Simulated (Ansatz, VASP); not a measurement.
## AlCu: VASP beside Ansatz

```
Al Cu
1.0
     3.02990    0.00000    0.00000
     0.00000    3.02990    0.00000
     0.00000    0.00000    3.02990
Al Cu
1 1
Direct
  0.00000 0.00000 0.00000
  0.50000 0.50000 0.50000
```

Change from the starting cell: mode 4 frozen in at +0.000 Å, equal normal strain along x, y and z +0.0250.

Alike in both runs: task single point; functional PBEsol; k mesh 16 × 16 × 16; occupations gaussian, width 0.15 eV; no spin polarisation.

|  | VASP | Ansatz |
| --- | --- | --- |
| version | VASP 6.6.1 | Ansatz 0.2.0 |
| potentials or method | VASP PAW PBE potentials, release 64 (Al, Cu), cutoff 520 eV | scalar-relativistic, plane waves, PAW |
| valence electrons in the cell | 14 | 22 |

VASP gave:

| Quantity | Value |
| --- | --- |
| gap on the k mesh at the Fermi level (eV) | none |
| pressure (GPa) | -7.6 |

Question: Estimate Ansatz's values.

Answer: gap on the k mesh at the Fermi level (eV): none; pressure (GPa): -8.0.

VASP's potentials were made for PBE, not for PBEsol, and Ansatz warns of the same on its side. A gap of «none» marks a metal or a gap that the smearing closes. VASP's potentials hold 14 valence electrons a cell and Ansatz's 22, so a difference there can come from the potentials and not from the codes.
